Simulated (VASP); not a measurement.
# W (Fm-3m) in VASP: notebook

Runs on W. Level: PBEsol. Tasks: single point, relaxation of cell and atoms.

All numbers are computed with VASP 6.6.1; they aren't measurements. Logs are shortened: lines on timing, memory, paths and dates and some standing lists are left out, and cuts for length are marked.

### Step 1. The cell of the first run

The structure is cubic, space group Fm-3m (No. 225). The conventional cell has a = 4.052 Å, b = 4.052 Å, c = 4.052 Å, α = 90.00°, β = 90.00°, γ = 90.00°. Within 3.8 Å of W (site symmetry m-3m) lie 12 W at 2.87 Å.

### Step 2. Single point, PBEsol (volume scaled by 1.04)

File INCAR:

```
  PREC = Accurate
  ENCUT = 520
  EDIFF = 1E-7
  ISMEAR = -1
  SIGMA = 0.1
  LREAL = F
  LASPH = T
  NELM = 80
  ALGO = Normal
  ISIF = 2
  LWAVE = F
  LCHARG = F
  GGA = PS
  NBANDS = 13
```

File KPOINTS:

```
Automatic mesh
0
Gamma
  15 15 15
```

File POSCAR:

```
W
1.0
    0.0000000000      2.0259885151      2.0259885151
    2.0259885151      0.0000000000      2.0259885151
    2.0259885151      2.0259885151      0.0000000000
W
1
Direct
    0.0000000000      0.0000000000      0.0000000000
```

Potentials or basis: VASP PAW PBE potentials, release 64 (W_sv).

Launch:

```console
> cat potpaw_PBE.64/W_sv/POTCAR > POTCAR
> mpirun -np 1 vasp_std > vasp.out
```

OUTCAR:

```text
PREC = Accurate
   ENCUT = 520
   EDIFF = 1E-7
   ISMEAR = -1
   LREAL = F
   LASPH = T
   NELM = 80
   ISIF = 2
   GGA = PS

 ion  position               nearest neighbor table
   1  0.000  0.000  0.000-

  LATTYP: Found a face centered cubic cell.
 ALAT       =     4.0519770302

  Lattice vectors:

 A1 = (   0.0000000000,   2.0259885151,   2.0259885151)
 A2 = (   2.0259885151,   0.0000000000,   2.0259885151)
 A3 = (   2.0259885151,   2.0259885151,   0.0000000000)

Analysis of symmetry for initial positions (statically):
=====================================================================
 Subroutine PRICEL returns:
 Original cell was already a primitive cell.

 Routine SETGRP: Setting up the symmetry group for a
 face centered cubic supercell.

 Subroutine GETGRP returns: Found 48 space group operations
 (whereof 48 operations were pure point group operations)
 out of a pool of 48 trial point group operations.

The static configuration has the point symmetry O_h .

Analysis of symmetry for dynamics (positions and initial velocities):
=====================================================================
 Subroutine PRICEL returns:
 Original cell was already a primitive cell.

 Routine SETGRP: Setting up the symmetry group for a
 face centered cubic supercell.

 Subroutine GETGRP returns: Found 48 space group operations
 (whereof 48 operations were pure point group operations)
 out of a pool of 48 trial point group operations.

The dynamic configuration has the point symmetry O_h .

 Subroutine INISYM returns: Found 48 space group operations
 (whereof 48 operations are pure point group operations),
 and found     1 'primitive' translations

----------------------------------------------------------------------------------------

                                     Primitive cell

  volume of cell :      16.6319

  direct lattice vectors                    reciprocal lattice vectors
     0.000000000  2.025988515  2.025988515    -0.246793107  0.246793107  0.246793107
     2.025988515  0.000000000  2.025988515     0.246793107 -0.246793107  0.246793107
     2.025988515  2.025988515  0.000000000     0.246793107  0.246793107 -0.246793107

  length of vectors
     2.865180435  2.865180435  2.865180435     0.427458200  0.427458200  0.427458200

  position of ions in fractional coordinates (direct lattice)
     0.000000000  0.000000000  0.000000000

  ion indices of the primitive-cell ions
   primitive index   ion index
                 1           1

----------------------------------------------------------------------------------------

 KPOINTS: Automatic mesh

Automatic generation of k-mesh.
 Grid dimensions read from file:
 generate k-points for:   15   15   15

 Generating k-lattice:

  Cartesian coordinates                     Fractional coordinates (reciprocal lattice)
    -0.016452874  0.016452874  0.016452874     0.066666667  0.000000000  0.000000000
     0.016452874 -0.016452874  0.016452874     0.000000000  0.066666667  0.000000000
     0.016452874  0.016452874 -0.016452874     0.000000000  0.000000000  0.066666667

  Length of vectors
     0.028497213  0.028497213  0.028497213

  Shift w.r.t. Gamma in fractional coordinates (k-lattice)
     0.000000000  0.000000000  0.000000000

 Subroutine IBZKPT returns following result:
 ===========================================

 Found    120 irreducible k-points:

 Following reciprocal coordinates:
            Coordinates               Weight
  0.000000  0.000000  0.000000      1.000000
  0.066667  0.000000  0.000000      8.000000
  0.133333  0.000000  0.000000      8.000000
  0.200000  0.000000  0.000000      8.000000
  0.266667  0.000000  0.000000      8.000000
  0.333333  0.000000  0.000000      8.000000
[... 16 lines left out ...]
  0.133333  0.133333  0.000000      6.000000
  0.200000  0.133333  0.000000     24.000000
 [... further k-points ...]
   k-points           NKPTS =    120   k-points in BZ     NKDIM =    120   number of bands    NBANDS=     13
   number of dos      NEDOS =    301   number of ions     NIONS =      1
   total plane-waves  NPLWV =  13824
   dimension x,y,z NGX =    24 NGY =   24 NGZ =   24
   dimension x,y,z NGXF=    48 NGYF=   48 NGZF=   48
   ions per type =               1
   NGX,Y,Z   is equivalent  to a cutoff of  13.93, 13.93, 13.93 a.u.
   NGXF,Y,Z  is equivalent  to a cutoff of  27.85, 27.85, 27.85 a.u.
 SYSTEM =  unknown system
   PREC   = accura    normal or accurate (medium, high low for compatibility)
   ISTART =      0    job   : 0-new  1-cont  2-samecut
   ICHARG =      2    charge: 1-file 2-atom 10-const
   ISPIN  =      1    spin polarized calculation?
   LNONCOLLINEAR =      F non collinear calculations
   LSORBIT =      F    spin-orbit coupling
   LASPH  =      T    aspherical Exc in radial PAW
   ENCUT  =  520.0 eV  38.22 Ry    6.18 a.u.   5.33  5.33  5.33*2*pi/ulx,y,z
   NELM   =     80;   NELMIN=  2; NELMDL= -5     # of ELM steps
   EDIFF  = 0.1E-06   stopping-criterion for ELM
   LREAL  =      F    real-space projection
   EDIFFG = 0.1E-05   stopping-criterion for IOM
   NSW    =      0    number of steps for IOM
   IBRION =     -1    ionic relax: 0-MD 1-quasi-New 2-CG
   NFREE  =      0    steps in history (QN), initial steepest desc. (CG)
   ISIF   =      2    stress and relaxation
   ISYM   =      2    0-nonsym 1-usesym 2-fastsym
   POTIM  = 0.5000    time-step for ionic-motion
   TEBEG  =    0.0;   TEEND  =   0.0 temperature during run
   PSTRESS=    0.0 pullay stress
   NELECT =      14.0000    total number of electrons
   NUPDOWN=      -1.0000    fix difference up-down
   EMIN   =  10.00;   EMAX   =-10.00  energy-range for DOS
   EFERMI =   0.00;   METHOD = LEGACY
   ISMEAR =    -1;   SIGMA  =   0.10  broadening in eV -4-tet -1-fermi 0-gaus
   EFERMI_NEDOS =   21; number of points for ismear=-14 and -15
   IALGO  =     38    algorithm
   IMIX   =      4    mixing-type and parameters
     AMIX     =   0.40;   BMIX     =  1.00
     AMIX_MAG =   1.60;   BMIX_MAG =  1.00
  volume/ion in A,a.u.               =      16.63       112.24
  Fermi-wavevector in a.u.,A,eV,Ry     =   1.545743  2.921030 32.508678  2.389320
  Thomas-Fermi vector in A             =   2.651078
   LORBIT       =      0    0 simple, 1 ext, 2 COOP (PROOUT), +10 PAW based schemes
   GGA     = PS    functional components
   LHFCALC =     F    Hartree Fock is set to
   AEXX    =    0.0000 exact exchange contribution
   IVDW    =     0    specifies the selected vdW correction
   LEPSILON=     F    determine dielectric tensor
   LRPA    =     F    only Hartree local field effects (RPA)
 non-spin polarized calculation
  energy-cutoff  :      520.00
  volume of cell :       16.63
 maximum number of plane-waves:       463
 NGX is ok and might be reduce to    24
   NGX = 11   NGY = 11   NGZ = 11

 number of electron      14.0000002 magnetization

 Free energy of the ion-electron system (eV)
  ---------------------------------------------------
  ext. energy  EPLUGINS =         0.00000000
  ---------------------------------------------------
  free energy    TOTEN  =       -13.31105327 eV

  energy without entropy =      -13.27190161  energy(sigma->0) =      -13.29147744

 E-fermi :  10.1509     XC(G=0): -13.4816

 val. band max:       10.1286150892   @ k =   0.2000   0.1333   0.0667
 cond. band min:      10.1681497344   @ k =   0.2000   0.0667   0.0000
 fundamental gap:      0.0395346453
 Fermi energy:        10.1509117322

 k-point     1 :       0.0000    0.0000    0.0000
  band No.  band energies     occupation
      1     -63.5184      2.00000
      2     -27.1614      2.00000
      3     -27.1614      2.00000
      4     -27.1614      2.00000
      5       1.2004      2.00000
      6       9.5914      1.99259
      7       9.5914      1.99259
      8       9.5914      1.99259
      9      12.6488      0.00000
     10      12.6488      0.00000
     11      22.9452      0.00000
     12      28.0615      0.00000
     13      28.0615      0.00000

 k-point     2 :       0.0667    0.0000    0.0000
  band No.  band energies     occupation
      1     -63.5141      2.00000
      2     -27.2122      2.00000
      3     -27.1679      2.00000
      4     -27.1679      2.00000
      5       1.3929      2.00000
      6       9.4438      1.99830
      7       9.6811      1.98194
      8       9.6811      1.98194
      9      12.5677      0.00000
     10      12.5677      0.00000
     11      23.3305      0.00000
     12      27.2352      0.00000
     13      28.4219      0.00000

 k-point     3 :       0.1333    0.0000    0.0000
  band No.  band energies     occupation
      1     -63.5019      2.00000
      2     -27.3541      2.00000
      3     -27.1862      2.00000
      4     -27.1862      2.00000
      5       1.9405      2.00000
      6       9.0867      1.99995
      7       9.8966      1.85422
      8       9.8966      1.85422
      9      12.4141      0.00000
     10      12.4141      0.00000
     11      24.2765      0.00000
     12      25.8848      0.00000
     13      29.4529      0.00000
[... 305 lines left out ...]
 k-point    23 :       0.1333    0.1333    0.0000
  band No.  band energies     occupation
      1     -63.4965      2.00000
      2     -27.3486      2.00000
      3     -27.2288      2.00000
      4     -27.2288      2.00000
      5       2.1906      2.00000
      6       8.6931      2.00000
      7      10.2022      0.74895
      8      10.2022      0.74895
      9      11.5245      0.00000
     10      12.9853      0.00000
     11      24.8920      0.00000
     12      26.9606      0.00000
     13      28.6769      0.00000

 k-point    24 :       0.2000    0.1333    0.0000
  band No.  band energies     occupation
      1     -63.4830      2.00000
      2     -27.4819      2.00000
      3     -27.2630      2.00000
      4     -27.2539      2.00000
      5       2.8031      2.00000
      6       8.3061      2.00000
      7      10.3578      0.22423
      8      10.5021      0.05796
      9      11.2762      0.00003
     10      13.1572      0.00000
     11      25.8491      0.00000
     12      26.3062      0.00000
     13      29.1504      0.00000

 [... further k-points ...]
[... 5 lines left out ...]
  --------------------------------------------------------------------------------------
  -------------------------------------------------------------------------------------
  Total       -1.1079163     -1.1079163     -1.1079163      0.0000000      0.0000000     -0.0000000
  in kB     -106.7275662   -106.7275662   -106.7275662      0.0000000      0.0000000     -0.0000000
  external PRESSURE =    -106.7275662 kB  Pullay stress =       0.0000000 kB

 VOLUME and BASIS-vectors are now :
 -----------------------------------------------------------------------------
  energy-cutoff  :      520.00
  volume of cell :       16.63
      direct lattice vectors                 reciprocal lattice vectors
     0.000000000  2.025988515  2.025988515    -0.246793107  0.246793107  0.246793107
     2.025988515  0.000000000  2.025988515     0.246793107 -0.246793107  0.246793107
     2.025988515  2.025988515  0.000000000     0.246793107  0.246793107 -0.246793107

 POSITION                                       TOTAL-FORCE (eV/Angst)
 -----------------------------------------------------------------------------------
      0.00000      0.00000      0.00000         0.000000      0.000000      0.000000
 -----------------------------------------------------------------------------------
    total drift:                               -0.000000      0.000000      0.000000

  FREE ENERGIE OF THE ION-ELECTRON SYSTEM (eV)
  ---------------------------------------------------
  free  energy   TOTEN  =       -13.3110532686 eV

  energy  without entropy=      -13.2719016103  energy(sigma->0) =      -13.29147744
```

It took 52 s on 1 thread of Intel Xeon 8259CL, shared host; peak memory 0.16 GiB.

What came out:

```
Free energy            : -13.3111 eV
Pressure               : -10.7 GPa
Band gap on the k mesh : zero (band 7 reaches 12.91 eV, above the bottom of band 8 at 9.59 eV)
```

Caveat: the PAW data sets were made with another functional, which shifts forces and pressure a little; spin-orbit coupling is left out, which moves the levels of the heavy elements.

### Step 3. Single point, PBEsol (volume scaled by 1.08)

File INCAR:

```
ALGO = Normal
EDIFF = 1E-6
ENCUT = 520
GGA = PS
ISIF = 2
ISMEAR = -1
LASPH = T
LCHARG = T
LELF = T
LREAL = F
LVHAR = T
LWAVE = F
NBANDS = 13
NELM = 100
PREC = Accurate
SIGMA = 0.1
```

File KPOINTS:

```
k-points
0
Gamma
  15 15 15
```

File POSCAR:

```
W
1.0
    0.0000000000      2.0516366621      2.0516366621
    2.0516366621      0.0000000000      2.0516366621
    2.0516366621      2.0516366621      0.0000000000
W
1
Direct
    0.0000000000      0.0000000000      0.0000000000
```

Potentials or basis: VASP PAW PBE potentials, release 64 (W_sv).

Launch:

```console
> cat potpaw_PBE.64/W_sv/POTCAR > POTCAR
> mpirun -np 1 vasp_std > vasp.out
```

Run time: 45 s. Hardware: 1 thread of Intel Xeon 8259CL, shared host; peak memory 0.16 GiB.

It converged, with:

```yaml
Free_energy: -13.2502 eV
Pressure: -19.6 GPa
Band_gap_on_the_k_mesh: zero (band 7 reaches 12.22 eV, above the bottom of band 8 at 9.13 eV)
```

Levels at points of the mesh, in eV from the Fermi level:
| k point | band 5 | band 6 | band 7 | band 8 | band 9 | band 10 |
| --- | --- | --- | --- | --- | --- | --- |
| (0.00, 0.00, 0.00) | -8.75 | -0.52 | -0.52 | -0.52 | 2.37 | 2.37 |

Caveat: the PAW data sets were made with another functional, which shifts forces and pressure a little; spin-orbit coupling is left out, which moves the levels of the heavy elements.

### Step 4. Single point, PBEsol (volume scaled by 1.12)

File INCAR:

```
PREC     = Accurate       # precision mode
ENCUT    = 520            # plane-wave cutoff, eV
EDIFF    = 1E-6           # SCF threshold, eV
ISMEAR   = -1             # smearing method
SIGMA    = 0.1            # smearing width, eV
LREAL    = F              # projectors in reciprocal space
LASPH    = T              # aspherical terms in the spheres
NELM     = 80             # most SCF steps
ALGO     = Normal         # electronic algorithm
ISIF     = 2              # what is computed and relaxed
LWAVE    = F              # write WAVECAR
LCHARG   = F              # write CHGCAR
GGA      = PS             # functional
NBANDS   = 13             # bands
```

File KPOINTS:

```
Automatic mesh
0
Gamma
  15 15 15
```

File POSCAR:

```
W
1.0
    0.0000000000      2.0766590875      2.0766590875
    2.0766590875      0.0000000000      2.0766590875
    2.0766590875      2.0766590875      0.0000000000
W
1
Direct
    0.0000000000      0.0000000000      0.0000000000
```

Potentials or basis: VASP PAW PBE potentials, release 64 (W_sv).

Launch:

```console
> cat potpaw_PBE.64/W_sv/POTCAR > POTCAR
> mpirun -np 1 vasp_std > vasp.out
```

OUTCAR:

```text
PREC = Accurate
   ENCUT = 520
   EDIFF = 1E-6
   ISMEAR = -1
   LREAL = F
   LASPH = T
   NELM = 80
   ISIF = 2
   GGA = PS

 ion  position               nearest neighbor table
   1  0.000  0.000  0.000-

  LATTYP: Found a face centered cubic cell.
 ALAT       =     4.1533181750

  Lattice vectors:

 A1 = (   0.0000000000,   2.0766590875,   2.0766590875)
 A2 = (   2.0766590875,   0.0000000000,   2.0766590875)
 A3 = (   2.0766590875,   2.0766590875,   0.0000000000)

Analysis of symmetry for initial positions (statically):
=====================================================================
 Subroutine PRICEL returns:
 Original cell was already a primitive cell.

 Routine SETGRP: Setting up the symmetry group for a
 face centered cubic supercell.

 Subroutine GETGRP returns: Found 48 space group operations
 (whereof 48 operations were pure point group operations)
 out of a pool of 48 trial point group operations.

The static configuration has the point symmetry O_h .

Analysis of symmetry for dynamics (positions and initial velocities):
=====================================================================
 Subroutine PRICEL returns:
[... 160 lines left out ...]
 Fermi energy:         9.1852604975

 k-point     1 :       0.0000    0.0000    0.0000
  band No.  band energies     occupation
      1     -64.6461      2.00000
      2     -28.3659      2.00000
      3     -28.3659      2.00000
      4     -28.3659      2.00000
      5       0.6201      2.00000
      6       8.6958      1.98513
      7       8.6958      1.98513
      8       8.6958      1.98513
      9      11.4388      0.00000
     10      11.4388      0.00000
     11      21.8662      0.00000
     12      26.6232      0.00000
     13      26.6232      0.00000
[... 354 lines left out ...]
  band No.  band energies     occupation
      1     -64.6209      2.00000
      2     -28.6118      2.00000
      3     -28.4449      2.00000
      4     -28.4378      2.00000
      5       2.1022      2.00000
      6       7.5429      2.00000
      7       9.3940      0.22056
      8       9.5171      0.06991
      9      10.2290      0.00006
     10      11.8991      0.00000
     11      24.4917      0.00000
     12      24.8199      0.00000
     13      27.4451      0.00000

 [... further k-points ...]
[... 5 lines left out ...]
  --------------------------------------------------------------------------------------
  -------------------------------------------------------------------------------------
  Total       -3.0126361     -3.0126361     -3.0126361      0.0000000      0.0000000     -0.0000000
  in kB     -269.4831699   -269.4831699   -269.4831699      0.0000000      0.0000000     -0.0000000
  external PRESSURE =    -269.4831699 kB  Pullay stress =       0.0000000 kB

 VOLUME and BASIS-vectors are now :
 -----------------------------------------------------------------------------
  energy-cutoff  :      520.00
  volume of cell :       17.91
      direct lattice vectors                 reciprocal lattice vectors
     0.000000000  2.076659087  2.076659087    -0.240771344  0.240771344  0.240771344
     2.076659087  0.000000000  2.076659087     0.240771344 -0.240771344  0.240771344
     2.076659087  2.076659087  0.000000000     0.240771344  0.240771344 -0.240771344

 POSITION                                       TOTAL-FORCE (eV/Angst)
 -----------------------------------------------------------------------------------
      0.00000      0.00000      0.00000        -0.000000     -0.000000      0.000000
 -----------------------------------------------------------------------------------
    total drift:                                0.000000      0.000000      0.000000

  FREE ENERGIE OF THE ION-ELECTRON SYSTEM (eV)
  ---------------------------------------------------
  free  energy   TOTEN  =       -13.1569819852 eV

  energy  without entropy=      -13.1136942677  energy(sigma->0) =      -13.13533813
```

OSZICAR:

```text
N       E                     dE             d eps       ncg     rms          rms(c)
DAV:   1     0.831901111023E+02    0.83190E+02   -0.74868E+03  3136   0.120E+03
DAV:   2    -0.122307973316E+02   -0.95421E+02   -0.91665E+02  3545   0.310E+02
DAV:   3    -0.139345731095E+02   -0.17038E+01   -0.16950E+01  3480   0.402E+01
DAV:   4    -0.139426364665E+02   -0.80634E-02   -0.80631E-02  3470   0.306E+00
DAV:   5    -0.139427150667E+02   -0.78600E-04   -0.78601E-04  3505   0.286E-01    0.168E+01
DAV:   6    -0.133024007232E+02    0.64031E+00   -0.58200E-01  3310   0.961E+00    0.577E+00
DAV:   7    -0.131624032895E+02    0.14000E+00   -0.23113E-01  3480   0.561E+00    0.727E-01
DAV:   8    -0.131571286414E+02    0.52746E-02   -0.43167E-03  3145   0.861E-01    0.900E-02
DAV:   9    -0.131569780375E+02    0.15060E-03   -0.16495E-04  3617   0.136E-01    0.352E-02
DAV:  10    -0.131569817611E+02   -0.37236E-05   -0.58722E-06  3300   0.288E-02    0.715E-03
DAV:  11    -0.131569819852E+02   -0.22407E-06   -0.25128E-07  1845   0.501E-03
   1 F= -.13156982E+02 E0= -.13135338E+02  d E =-.432877E-01
```

Run time: 51 s. Hardware: 1 thread of Intel Xeon 8259CL, shared host; peak memory 0.16 GiB.

Results:

```
Free energy            : -13.1570 eV
Pressure               : -26.9 GPa
Band gap on the k mesh : zero (band 7 reaches 11.59 eV, above the bottom of band 8 at 8.70 eV)
```

Caveat: the PAW data sets were made with another functional, which shifts forces and pressure a little; spin-orbit coupling is left out, which moves the levels of the heavy elements.

(Part 1 of 2 ends here.)
